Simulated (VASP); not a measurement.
# Ho2O (P6_3mc) in VASP: further runs

Ho2O is run at these levels: PBE; tasks: relaxation of cell and atoms, single point.

Program: VASP 6.6.1. These are calculated values, not measurements. Logs are shortened: lines on timing, memory, paths and dates and some standing lists are left out, and cuts for length are marked.

### 1 The cell of the first run

Symmetry: P6_3mc, No. 186, hexagonal system. Conventional cell: a = 3.659 Å, b = 3.659 Å, c = 12.018 Å, α = 90.00°, β = 90.00°, γ = 120.00°. Within 3.0 Å of Ho (site symmetry 3m) lie 1 O at 2.25 Å. Within 2.9 Å of Ho (site symmetry 3m) lie 3 O at 2.21 Å. O (site symmetry 3m) has 4 Ho at 2.21 to 2.25 Å within 2.9 Å.

The cell was generated, and may not be a known phase.

### 2 Relaxation of cell and atoms, PBE

Input file INCAR:

```
  ALGO = Normal
  EDIFF = 1E-7
  EDIFFG = -0.01
  ENCUT = 600
  GGA = PE
  GGA_COMPAT = False
  IBRION = 2
  ISIF = 3
  ISMEAR = 0
  LASPH = True
  LCHARG = False
  LMAXMIX = 6
  LREAL = False
  LWAVE = False
  NELM = 200
  NELMIN = 4
  NSW = 100
  PREC = Accurate
  SIGMA = 0.01
```

Input file KPOINTS:

```
k-points
0
Gamma
  12 12 4
```

Input file POSCAR:

```
Ho2O
1.0
    3.6587971549      0.0000000000      0.0000000000
   -1.8293985774      3.1686112834      0.0000000000
    0.0000000000      0.0000000000     12.0179894570
Ho O
4 2
Direct
    0.0000000000      0.0000000000      0.4435489606
    0.0000000000      0.0000000000      0.9435489606
    0.3333333333      0.6666666667      0.6857895658
    0.6666666667      0.3333333333      0.1857895658
    0.0000000000      0.0000000000      0.1309267436
    0.0000000000      0.0000000000      0.6309267436
```

Potentials or basis: VASP PAW PBE potentials, release 64 (Ho_3, O), 4f in core.

The run is started by

```console
$ cat potpaw_PBE.64/Ho_3/POTCAR potpaw_PBE.64/O/POTCAR > POTCAR
$ mpirun -np 1 vasp_std > vasp.out
```

OUTCAR:

```text
EDIFF = 1E-7
   EDIFFG = -0.01
   ENCUT = 600
   GGA = PE
   IBRION = 2
   ISIF = 3
   ISMEAR = 0
   LASPH = True
   LREAL = False
   NELM = 200
   NELMIN = 4
   NSW = 100
   PREC = Accurate

 ion  position               nearest neighbor table
   1  0.000  0.000  0.444-   6 2.25   3 3.60   3 3.60   3 3.60   4 3.75   4 3.75   4 3.75
   2  0.000  0.000  0.944-   5 2.25   4 3.60   4 3.60   4 3.60   3 3.75   3 3.75   3 3.75
   3  0.333  0.667  0.686-   6 2.21   6 2.21   6 2.21   1 3.60   1 3.60   1 3.60   2 3.75   2 3.75
                             2 3.75
   4  0.667  0.333  0.186-   5 2.21   5 2.21   5 2.21   2 3.60   2 3.60   2 3.60   1 3.75   1 3.75
                             1 3.75
   5  0.000  0.000  0.131-   4 2.21   4 2.21   4 2.21   2 2.25
   6  0.000  0.000  0.631-   3 2.21   3 2.21   3 2.21   1 2.25

  LATTYP: Found a hexagonal cell.
 ALAT       =     3.6587971549
 C/A-ratio  =     3.2846831754

  Lattice vectors:

 A1 = (   3.6587971549,   0.0000000000,   0.0000000000)
 A2 = (  -1.8293985774,   3.1686112834,   0.0000000000)
 A3 = (   0.0000000000,   0.0000000000,  12.0179894570)

Analysis of symmetry for initial positions (statically):
=====================================================================
 Subroutine PRICEL returns:
 Original cell was already a primitive cell.

 Routine SETGRP: Setting up the symmetry group for a
 hexagonal supercell.

 Subroutine GETGRP returns: Found 12 space group operations
 (whereof  6 operations were pure point group operations)
 out of a pool of 24 trial point group operations.

The static configuration has the point symmetry C_3v.
 The point group associated with its full space group is C_6v.

Analysis of symmetry for dynamics (positions and initial velocities):
=====================================================================
 Subroutine PRICEL returns:
 Original cell was already a primitive cell.

 Routine SETGRP: Setting up the symmetry group for a
 hexagonal supercell.

 Subroutine GETGRP returns: Found 12 space group operations
 (whereof  6 operations were pure point group operations)
 out of a pool of 24 trial point group operations.

The dynamic configuration has the point symmetry C_3v.
 The point group associated with its full space group is C_6v.

 Subroutine INISYM returns: Found 12 space group operations
 (whereof  6 operations are pure point group operations),
 and found     1 'primitive' translations

----------------------------------------------------------------------------------------

                                     Primitive cell

  volume of cell :     139.3282
[... 109 lines left out ...]
   NUPDOWN=      -1.0000    fix difference up-down
   EMIN   =  10.00;   EMAX   =-10.00  energy-range for DOS
   EFERMI =   0.00;   METHOD = LEGACY
   ISMEAR =     0;   SIGMA  =   0.01  broadening in eV -4-tet -1-fermi 0-gaus
   EFERMI_NEDOS =   21; number of points for ismear=-14 and -15
   IALGO  =     38    algorithm
   IMIX   =      4    mixing-type and parameters
     AMIX     =   0.40;   BMIX     =  1.00
     AMIX_MAG =   1.60;   BMIX_MAG =  1.00
  volume/ion in A,a.u.               =      23.22       156.71
  Fermi-wavevector in a.u.,A,eV,Ry     =   1.147648  2.168741 17.920192  1.317097
  Thomas-Fermi vector in A             =   2.284327
   LORBIT       =      0    0 simple, 1 ext, 2 COOP (PROOUT), +10 PAW based schemes
   GGA     = PE    functional components
   LHFCALC =     F    Hartree Fock is set to
   AEXX    =    0.0000 exact exchange contribution
   IVDW    =     0    specifies the selected vdW correction
   LEPSILON=     F    determine dielectric tensor
   LRPA    =     F    only Hartree local field effects (RPA)
 conjugate gradient relaxation of ions
 non-spin polarized calculation
 Gauss-broadening in eV      SIGMA  =   0.01
  energy-cutoff  :      600.00
  volume of cell :      139.33
 maximum number of plane-waves:      4716
 NGX is ok and might be reduce to    30
   NGX = 15   NGY = 15   NGZ = 49

--------------------------------------- Ionic step        1  -------------------------------------------

 number of electron      47.9999996 magnetization

 Free energy of the ion-electron system (eV)
  ---------------------------------------------------
  ext. energy  EPLUGINS =         0.00000000
  ---------------------------------------------------
  free energy    TOTEN  =       -39.28520743 eV

  energy without entropy =      -39.28520743  energy(sigma->0) =      -39.28520743

------------------------ aborting loop because EDIFF is reached ----------------------------------------

  FORCE on cell =-STRESS in cart. coord.  units (eV):
  Direction    XX          YY          ZZ          XY          YZ          ZX
  --------------------------------------------------------------------------------------
  -------------------------------------------------------------------------------------
  Total        0.4766530      0.4766530      1.3192341      0.0000000      0.0000000      0.0000000
  in kB        5.4811765      5.4811765     15.1702712      0.0000000      0.0000000      0.0000000
  external PRESSURE =       8.7108748 kB  Pullay stress =       0.0000000 kB
[... 227 lines left out ...]
--------------------------------------- Ionic step        7  -------------------------------------------

 number of electron      47.9999997 magnetization

 Free energy of the ion-electron system (eV)
  ---------------------------------------------------
  ext. energy  EPLUGINS =         0.00000000
  ---------------------------------------------------
  free energy    TOTEN  =       -39.30197331 eV

  energy without entropy =      -39.30197331  energy(sigma->0) =      -39.30197331

 E-fermi :   3.4095     XC(G=0):  -9.8713

 val. band max:        3.3619722287   @ k =   0.2500   0.2500   0.0000
 cond. band min:       3.4695666030   @ k =   0.3333   0.0833   0.0000
 fundamental gap:      0.1075943743
 Fermi energy:         3.4095485771

 k-point     1 :       0.0000    0.0000    0.0000
  band No.  band energies     occupation
      1     -21.3350      2.00000
      2     -21.1996      2.00000
      3     -20.8693      2.00000
      4     -20.8693      2.00000
      5     -20.8662      2.00000
      6     -20.8662      2.00000
[... 733 lines left out ...]
     27       4.6985      0.00000
     28       5.1914      0.00000

 [... further k-points ...]

------------------------ aborting loop because EDIFF is reached ----------------------------------------

  FORCE on cell =-STRESS in cart. coord.  units (eV):
  Direction    XX          YY          ZZ          XY          YZ          ZX
  --------------------------------------------------------------------------------------
  -------------------------------------------------------------------------------------
  Total        0.0096728      0.0096728      0.0389803      0.0000000      0.0000000      0.0000000
  in kB        0.1103142      0.1103142      0.4445528      0.0000000      0.0000000      0.0000000
  external PRESSURE =       0.2217270 kB  Pullay stress =       0.0000000 kB
[... 21 lines left out ...]
  FREE ENERGIE OF THE ION-ELECTRON SYSTEM (eV)
  ---------------------------------------------------
  free  energy   TOTEN  =       -39.3019733141 eV

  energy  without entropy=      -39.3019733141  energy(sigma->0) =      -39.30197331

 reached required accuracy - stopping structural energy minimisation
```

It took 14 min on 1 thread of Intel Xeon 6975P-C (Granite Rapids), shared host; peak memory 0.43 GiB.

What came out:

| Property | Result |
| --- | --- |
| Free energy | -39.3020 eV |
| Relaxed volume | 23.41 Å³/atom |
| Relaxed cell | a = 3.652 Å, b = 3.652 Å, c = 12.162 Å, α = 90.00°, β = 90.00°, γ = 120.00° |
| Space group after relaxing (to 0.1 Å) | P6_3mc (No. 186) |
| Energy gained by relaxing | 2.8 meV/atom |
| Ionic steps | 7 |
| Pressure after relaxing | 0.0 GPa |
| Band gap on the k mesh | 0.11 eV (least direct gap 0.16 eV) |

Forces on the atoms (eV/Å):
```
Ho   0.000  0.000  0.001
Ho   0.000  0.000  0.001
Ho   0.000  0.000  0.002
Ho   0.000  0.000  0.002
O    0.000  0.000 -0.002
O    0.000  0.000 -0.002
```

Step by step:
```
step  energy change (eV)  largest force (eV/Å)  pressure (GPa)  volume (Å³)
   1              0.0000                0.2235            0.87       139.33
   2             -0.0081                0.1382           -0.72       141.89
   3             -0.0092                0.1396           -0.33       141.23
   4             -0.0136                0.1070           -0.16       140.88
   5             -0.0159                0.0627            0.04       140.42
   6             -0.0168                0.0106            0.02       140.48
   7             -0.0168                0.0024            0.02       140.49
```

Final structure:
```cif
data_structure
_symmetry_space_group_name_H-M 'P 1'
_symmetry_Int_Tables_number 1
_cell_length_a 3.6522
_cell_length_b 3.6522
_cell_length_c 12.1617
_cell_angle_alpha 90.000
_cell_angle_beta 90.000
_cell_angle_gamma 120.000
_cell_volume 140.49
loop_
_atom_site_label
_atom_site_type_symbol
_atom_site_fract_x
_atom_site_fract_y
_atom_site_fract_z
_atom_site_occupancy
Ho1 Ho 0.00000 0.00000 0.44390 1
Ho2 Ho 0.00000 0.00000 0.94390 1
Ho3 Ho 0.33333 0.66667 0.68786 1
Ho4 Ho 0.66667 0.33333 0.18786 1
O1 O 0.00000 0.00000 0.12850 1
O2 O 0.00000 0.00000 0.62850 1
```

Caveat: spin-orbit coupling is left out, which moves the levels of the heavy elements; the 4f electrons are frozen in the core, so they carry no moment and show no levels. Spin polarisation is off, so any magnetic state and its effect on volume and gap are missing.

(Continued in part 2 of 2.)
